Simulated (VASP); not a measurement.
# TaGe3Pt2 (P-4m2) in VASP: single point with r2SCAN

Aim: the single point of TaGe3Pt2 with r2SCAN.

All numbers are computed with VASP 6.6.1; they aren't measurements. Logs are shortened: lines on timing, memory, paths and dates and some standing lists are left out, and cuts for length are marked.

## 1. The cell of the first run

It takes space group P-4m2 (No. 115, tetragonal). The conventional cell has a = 4.365 Å, b = 4.365 Å, c = 5.971 Å, α = 90.00°, β = 90.00°, γ = 90.00°. Within 3.4 Å of Ta (site symmetry -4m2) lie 4 Pt at 2.60 Å and 6 Ge at 2.99 to 3.09 Å. Within 3.4 Å of Ge (site symmetry -4m2) lie 4 Pt at 2.60 Å and 2 Ge at 2.99 Å and 4 Ta at 3.09 Å. Ge (site symmetry -4m2) has 4 Pt at 2.69 Å and 2 Ta at 2.99 Å and 4 Ge at 3.09 Å within 3.6 Å. Within 3.6 Å of Ge (site symmetry -4m2) lie 4 Pt at 2.69 Å and 6 Ge at 2.99 to 3.09 Å. Within 3.4 Å of Pt (site symmetry 2mm) lie 2 Ta at 2.60 Å and 6 Ge at 2.60 to 2.69 Å.

## 2. Single point, r2SCAN

Input file POSCAR:

```
TaGe3Pt2
1.0
    4.3647089274      0.0000000000      0.0000000000
    0.0000000000      4.3647089274      0.0000000000
    0.0000000000      0.0000000000      5.9711032850
Ta Ge Pt
1 3 2
Direct
    0.5000000000      0.5000000000      0.0000000000
    0.0000000000      0.0000000000      0.0000000000
    0.5000000000      0.5000000000      0.5000000000
    0.0000000000      0.0000000000      0.5000000000
    0.5000000000      0.0000000000      0.7643175124
    0.0000000000      0.5000000000      0.2356824876
```

Input file INCAR.step1:

```
PREC = Accurate ; ENCUT = 550
ISMEAR = 0 ; SIGMA = 0.1
LREAL = F ; LASPH = T
NELM = 120 ; NBANDS = 46
GGA = PE ; ALGO = Normal
EDIFF = 1E-5 ; LWAVE = T
LCHARG = F ; GGA_COMPAT = F
```

Input file INCAR.step2:

```
PREC = Accurate ; ENCUT = 550
EDIFF = 1E-6 ; ISMEAR = 0
SIGMA = 0.1 ; LREAL = F
LASPH = T ; NELM = 120
ALGO = Normal ; ISIF = 2
LWAVE = F ; LCHARG = T
METAGGA = R2SCAN ; LMIXTAU = T
LELF = T ; LVHAR = T
NBANDS = 46 ; ISTART = 1
GGA_COMPAT = F
```

Input file KPOINTS:

```
regular mesh
0
Gamma
  8 8 6
```

Potentials or basis: VASP PAW PBE potentials, release 64 (Ta_pv, Ge_d, Pt).

Command:

```bash
$ cat potpaw_PBE.64/Ta_pv/POTCAR potpaw_PBE.64/Ge_d/POTCAR potpaw_PBE.64/Pt/POTCAR > POTCAR
$ cp INCAR.step1 INCAR
$ mpirun -np 1 vasp_std > vasp.out
$ cp INCAR.step2 INCAR
$ mpirun -np 1 vasp_std > vasp.out
```

OUTCAR:

```text
PREC = Accurate
   ENCUT = 550
   EDIFF = 1E-6
   ISMEAR = 0
   LREAL = F
   LASPH = T
   NELM = 120
   ISIF = 2
   METAGGA = R2SCAN
   ISTART = 1

 ion  position               nearest neighbor table
   1  0.500  0.500  0.000-   5 2.60   6 2.60   5 2.60   6 2.60   3 2.99   3 2.99   2 3.09   2 3.09
                             2 3.09   2 3.09
   2  0.000  0.000  0.000-   5 2.60   6 2.60   6 2.60   5 2.60   1 3.09   1 3.09   1 3.09   1 3.09

   3  0.500  0.500  0.500-   5 2.69   6 2.69   5 2.69   6 2.69   1 2.99   1 2.99
   4  0.000  0.000  0.500-   5 2.69   6 2.69   6 2.69   5 2.69
   5  0.500  0.000  0.764-   1 2.60   2 2.60   1 2.60   2 2.60   3 2.69   3 2.69   4 2.69   4 2.69

   6  0.000  0.500  0.236-   1 2.60   2 2.60   2 2.60   1 2.60   3 2.69   4 2.69   4 2.69   3 2.69

  LATTYP: Found a simple tetragonal cell.
 ALAT       =     4.3647089274
 C/A-ratio  =     1.3680415772

  Lattice vectors:

 A1 = (   4.3647089274,   0.0000000000,   0.0000000000)
 A2 = (   0.0000000000,   4.3647089274,   0.0000000000)
 A3 = (   0.0000000000,   0.0000000000,   5.9711032850)

Analysis of symmetry for initial positions (statically):
=====================================================================
 Subroutine PRICEL returns:
 Original cell was already a primitive cell.

 Routine SETGRP: Setting up the symmetry group for a
 simple tetragonal supercell.

 Subroutine GETGRP returns: Found  8 space group operations
 (whereof  8 operations were pure point group operations)
 out of a pool of 16 trial point group operations.

The static configuration has the point symmetry D_2d.

Analysis of symmetry for dynamics (positions and initial velocities):
=====================================================================
 Subroutine PRICEL returns:
 Original cell was already a primitive cell.

 Routine SETGRP: Setting up the symmetry group for a
 simple tetragonal supercell.

 Subroutine GETGRP returns: Found  8 space group operations
 (whereof  8 operations were pure point group operations)
 out of a pool of 16 trial point group operations.

The dynamic configuration has the point symmetry D_2d.

 Subroutine INISYM returns: Found  8 space group operations
 (whereof  8 operations are pure point group operations),
 and found     1 'primitive' translations

----------------------------------------------------------------------------------------

                                     Primitive cell

  volume of cell :     113.7536

  direct lattice vectors                    reciprocal lattice vectors
     4.364708927  0.000000000  0.000000000     0.229110352  0.000000000  0.000000000
     0.000000000  4.364708927  0.000000000     0.000000000  0.229110352  0.000000000
     0.000000000  0.000000000  5.971103285     0.000000000  0.000000000  0.167473238

  length of vectors
     4.364708927  4.364708927  5.971103285     0.229110352  0.229110352  0.167473238

  position of ions in fractional coordinates (direct lattice)
     0.500000000  0.500000000  0.000000000
     0.000000000  0.000000000  0.000000000
     0.500000000  0.500000000  0.500000000
     0.000000000  0.000000000  0.500000000
     0.500000000  0.000000000  0.764317512
     0.000000000  0.500000000  0.235682488

  ion indices of the primitive-cell ions
   primitive index   ion index
                 1           1
                 2           2
                 3           3
                 4           4
                 5           5
                 6           6

----------------------------------------------------------------------------------------

 KPOINTS: regular mesh

Automatic generation of k-mesh.
 Grid dimensions read from file:
 generate k-points for:    8    8    6

 Generating k-lattice:

  Cartesian coordinates                     Fractional coordinates (reciprocal lattice)
     0.028638794  0.000000000  0.000000000     0.125000000  0.000000000  0.000000000
     0.000000000  0.028638794  0.000000000     0.000000000  0.125000000  0.000000000
     0.000000000  0.000000000  0.027912206     0.000000000  0.000000000  0.166666667

  Length of vectors
     0.028638794  0.028638794  0.027912206

  Shift w.r.t. Gamma in fractional coordinates (k-lattice)
     0.000000000  0.000000000  0.000000000

 Subroutine IBZKPT returns following result:
 ===========================================

 Found     60 irreducible k-points:

 Following reciprocal coordinates:
            Coordinates               Weight
  0.000000  0.000000  0.000000      1.000000
  0.125000  0.000000  0.000000      4.000000
  0.250000  0.000000  0.000000      4.000000
  0.375000  0.000000  0.000000      4.000000
  0.500000  0.000000  0.000000      2.000000
  0.125000  0.125000  0.000000      4.000000
[... 16 lines left out ...]
  0.375000  0.125000  0.166667     16.000000
  0.500000  0.125000  0.166667      8.000000
 [... further k-points ...]
   k-points           NKPTS =     60   k-points in BZ     NKDIM =     60   number of bands    NBANDS=     46
   number of dos      NEDOS =    301   number of ions     NIONS =      6
   total plane-waves  NPLWV =  62208
   dimension x,y,z NGX =    36 NGY =   36 NGZ =   48
   dimension x,y,z NGXF=    72 NGYF=   72 NGZF=   96
   ions per type =               1   3   2
   NGX,Y,Z   is equivalent  to a cutoff of  13.71, 13.71, 13.36 a.u.
   NGXF,Y,Z  is equivalent  to a cutoff of  27.42, 27.42, 26.73 a.u.
 SYSTEM =  unknown system
   PREC   = accura    normal or accurate (medium, high low for compatibility)
   ISTART =      1    job   : 0-new  1-cont  2-samecut
   ICHARG =      0    charge: 1-file 2-atom 10-const
   ISPIN  =      1    spin polarized calculation?
   LNONCOLLINEAR =      F non collinear calculations
   LSORBIT =      F    spin-orbit coupling
   LASPH  =      T    aspherical Exc in radial PAW
   ENCUT  =  550.0 eV  40.42 Ry    6.36 a.u.   8.35  8.35 11.42*2*pi/ulx,y,z
   NELM   =    120;   NELMIN=  2; NELMDL=  0     # of ELM steps
   EDIFF  = 0.1E-05   stopping-criterion for ELM
   LREAL  =      F    real-space projection
   EDIFFG = 0.1E-04   stopping-criterion for IOM
   NSW    =      0    number of steps for IOM
   IBRION =     -1    ionic relax: 0-MD 1-quasi-New 2-CG
   NFREE  =      0    steps in history (QN), initial steepest desc. (CG)
   ISIF   =      2    stress and relaxation
   ISYM   =      2    0-nonsym 1-usesym 2-fastsym
   POTIM  = 0.5000    time-step for ionic-motion
   TEBEG  =    0.0;   TEEND  =   0.0 temperature during run
   PSTRESS=    0.0 pullay stress
   NELECT =      73.0000    total number of electrons
   NUPDOWN=      -1.0000    fix difference up-down
   EMIN   =  10.00;   EMAX   =-10.00  energy-range for DOS
   EFERMI =   0.00;   METHOD = LEGACY
   ISMEAR =     0;   SIGMA  =   0.10  broadening in eV -4-tet -1-fermi 0-gaus
   EFERMI_NEDOS =   21; number of points for ismear=-14 and -15
   IALGO  =     38    algorithm
   IMIX   =      4    mixing-type and parameters
     AMIX     =   0.40;   BMIX     =  1.00
     AMIX_MAG =   1.60;   BMIX_MAG =  1.00
  volume/ion in A,a.u.               =      18.96       127.94
  Fermi-wavevector in a.u.,A,eV,Ry     =   1.412085  2.668453 27.129787  1.993983
  Thomas-Fermi vector in A             =   2.533870
   LORBIT       =      0    0 simple, 1 ext, 2 COOP (PROOUT), +10 PAW based schemes
   METAGGA = R2SCAN    functional components
   LHFCALC =     F    Hartree Fock is set to
   AEXX    =    0.0000 exact exchange contribution
   IVDW    =     0    specifies the selected vdW correction
   LEPSILON=     F    determine dielectric tensor
   LRPA    =     F    only Hartree local field effects (RPA)
 non-spin polarized calculation
 Gauss-broadening in eV      SIGMA  =   0.10
  energy-cutoff  :      550.00
  volume of cell :      113.75
 maximum number of plane-waves:      3358
 NGX is ok and might be reduce to    36
   NGX = 17   NGY = 17   NGZ = 23

 number of electron      73.0000014 magnetization

 Free energy of the ion-electron system (eV)
  ---------------------------------------------------
  ext. energy  EPLUGINS =         0.00000000
  ---------------------------------------------------
  free energy    TOTEN  =      -195.45571908 eV

  energy without entropy =     -195.44877402  energy(sigma->0) =     -195.45224655

 E-fermi :   7.3172     XC(G=0): -12.5540

 val. band max:        7.2890328016   @ k =   0.1250   0.1250   0.5000
 cond. band min:       7.3348415232   @ k =   0.3750   0.2500   0.1667
 fundamental gap:      0.0458087217
 Fermi energy:         7.3171596386

 k-point     1 :       0.0000    0.0000    0.0000
  band No.  band energies     occupation
      1     -29.4637      2.00000
      2     -29.4637      2.00000
      3     -29.4100      2.00000
      4     -18.4473      2.00000
      5     -18.4192      2.00000
      6     -18.4192      2.00000
[... 38 lines left out ...]
     45      12.1542      0.00000
     46      12.1542      0.00000

 k-point     2 :       0.1250    0.0000    0.0000
  band No.  band energies     occupation
      1     -29.4654      2.00000
      2     -29.4638      2.00000
      3     -29.4091      2.00000
      4     -18.4470      2.00000
      5     -18.4197      2.00000
      6     -18.4192      2.00000
[... 38 lines left out ...]
     45      11.7668      0.00000
     46      11.8530      0.00000

 k-point     3 :       0.2500    0.0000    0.0000
  band No.  band energies     occupation
      1     -29.4692      2.00000
      2     -29.4638      2.00000
      3     -29.4069      2.00000
      4     -18.4464      2.00000
      5     -18.4212      2.00000
      6     -18.4192      2.00000
[... 1018 lines left out ...]
     45      12.3585      0.00000
     46      12.8674      0.00000

 k-point    24 :       0.5000    0.1250    0.1667
  band No.  band energies     occupation
      1     -29.4743      2.00000
      2     -29.4653      2.00000
      3     -29.4031      2.00000
      4     -18.4415      2.00000
      5     -18.4226      2.00000
      6     -18.4194      2.00000
[... 38 lines left out ...]
     45      12.5104      0.00000
     46      12.8048      0.00000

 [... further k-points ...]

------------------------ aborting loop because EDIFF is reached ----------------------------------------

  FORCE on cell =-STRESS in cart. coord.  units (eV):
  Direction    XX          YY          ZZ          XY          YZ          ZX
  --------------------------------------------------------------------------------------
  -------------------------------------------------------------------------------------
  Total       -2.6071408     -2.6071408     -2.6115401      0.0000000     -0.0000000      0.0000000
  in kB      -36.7206120    -36.7206120    -36.7825743      0.0000000     -0.0000000      0.0000000
  external PRESSURE =     -36.7412661 kB  Pullay stress =       0.0000000 kB

 VOLUME and BASIS-vectors are now :
 -----------------------------------------------------------------------------
  energy-cutoff  :      550.00
  volume of cell :      113.75
      direct lattice vectors                 reciprocal lattice vectors
     4.364708927  0.000000000  0.000000000     0.229110352  0.000000000  0.000000000
     0.000000000  4.364708927  0.000000000     0.000000000  0.229110352  0.000000000
     0.000000000  0.000000000  5.971103285     0.000000000  0.000000000  0.167473238

 POSITION                                       TOTAL-FORCE (eV/Angst)
 -----------------------------------------------------------------------------------
      2.18235      2.18235      0.00000        -0.000000      0.000000      0.000000
      0.00000      0.00000      0.00000        -0.000000     -0.000000      0.000000
      2.18235      2.18235      2.98555         0.000000     -0.000000      0.000000
      0.00000      0.00000      2.98555        -0.000000     -0.000000      0.000000
      2.18235      0.00000      4.56382        -0.000000     -0.000000      0.094400
      0.00000      2.18235      1.40728        -0.000000     -0.000000     -0.094400
 -----------------------------------------------------------------------------------
    total drift:                                0.000000      0.000000      0.000000

  FREE ENERGIE OF THE ION-ELECTRON SYSTEM (eV)
  ---------------------------------------------------
  free  energy   TOTEN  =      -195.4557190774 eV

  energy  without entropy=     -195.4487740173  energy(sigma->0) =     -195.45224655
```

Run time: 32 min. Hardware: 1 thread of Intel Xeon 8259CL, shared host; peak memory 0.47 GiB.

What came out:

```yaml
Free_energy: -195.4557 eV
Pressure: -3.7 GPa
Largest_force: 0.094 eV/Å
Band_gap_on_the_k_mesh: zero (an odd number of electrons rules out a gap without spin polarisation)
```

Forces in eV/Å, atoms in the order of the input:
```
Ta   0.000  0.000  0.000
Ge   0.000  0.000  0.000
Ge   0.000  0.000  0.000
Ge   0.000  0.000  0.000
Pt   0.000  0.000  0.094
Pt   0.000  0.000 -0.094
```

Levels at points of the mesh, in eV from the Fermi level:
```tsv
k point	band 34	band 35	band 36	band 37	band 38	band 39	band 40	band 41
(0.00, 0.00, 0.00)	-2.54	-0.52	-0.38	-0.38	1.17	1.74	2.17	2.72
(0.50, 0.00, 0.00)	-2.49	-1.30	-0.84	0.41	1.15	1.36	1.88	2.19
(0.50, 0.50, 0.00)	-2.58	-2.58	-1.80	-0.75	0.78	1.03	1.03	1.49
(0.00, 0.00, 0.50)	-2.19	-1.92	-0.35	-0.35	1.23	1.42	1.66	2.22
(0.50, 0.00, 0.50)	-1.80	-0.91	-0.82	0.34	0.55	1.67	1.72	2.24
(0.50, 0.50, 0.50)	-4.09	-2.05	-2.05	1.32	1.45	1.49	1.49	1.73
```

Caveat: the cell stands under tension; the PAW data sets were made with another functional, which shifts forces and pressure a little; spin-orbit coupling is left out, which moves the levels of the heavy elements.
